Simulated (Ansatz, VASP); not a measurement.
## One calculation of Bi, two programs

Contents of INCAR:

```
ALGO = Normal ; EDIFF = 1E-6
ENCUT = 520 ; GGA = PS
ISIF = 2 ; ISMEAR = -1
LASPH = True ; LCHARG = True
LELF = True ; LREAL = False
LVHAR = True ; LWAVE = False
NBANDS = 22 ; NELM = 60
PREC = Accurate ; SIGMA = 0.03
```

File KPOINTS:

```
k-points
0
Gamma
  9 9 3
```

The input POSCAR:

```
Bi
1.0
    4.5008556366      0.0000000000      0.0000000000
   -2.2504278184      3.8978553202      0.0000000000
    0.0000000000      0.0000000000     11.7295919388
Bi
2
Direct
    0.3333333333      0.6666666667      0.2500000000
    0.6666666667      0.3333333333      0.7500000000
```

Input for Ansatz:

```yaml
crystal:
  lattice:
    - [4.5008556366, 0.0, 0.0]
    - [-2.2504278184, 3.8978553202, 0.0]
    - [0.0, 0.0, 11.7295919388]
  atoms:
    - { symbol: Bi, position: [0.3333333333, 0.6666666667, 0.25] }
    - { symbol: Bi, position: [0.6666666667, 0.3333333333, 0.75] }
kpoints:
  mp_grid: { grid: [9, 9, 3] }
scf:
  occupations: { method: fermi_dirac, width: 0.03 }
hamiltonian:
  xc: pbesol
  pseudopotentials: { kind: all_electron, lapw: { basis_error: 0.0005 } }
output:
  forces: true
  stress: true
  eigenvalues: true
```

Change from the starting cell: volume scaled by 0.975.

Alike in both runs: task single point; functional PBEsol; k mesh 9 × 9 × 3; occupations fermi-dirac, width 0.03 eV; no spin polarisation.

|  | VASP | Ansatz |
| --- | --- | --- |
| version | VASP 6.6.1 | Ansatz 0.2.0 |
| potentials or method | VASP PAW PBE potentials, release 64 (Bi_d), cutoff 520 eV | all-electron LAPW, scalar-relativistic |

```tsv
	VASP	Ansatz	Ansatz less VASP
pressure (GPa)	-3.7	-3.7	+0.02
traceless stress, the component that is largest in VASP (GPa)	3.27	3.27	+0.002
```

VASP's potentials were made for PBE, not for PBEsol. Ansatz ran all-electron here, and VASP with PAW potentials.

Neither program's run includes spin-orbit coupling.
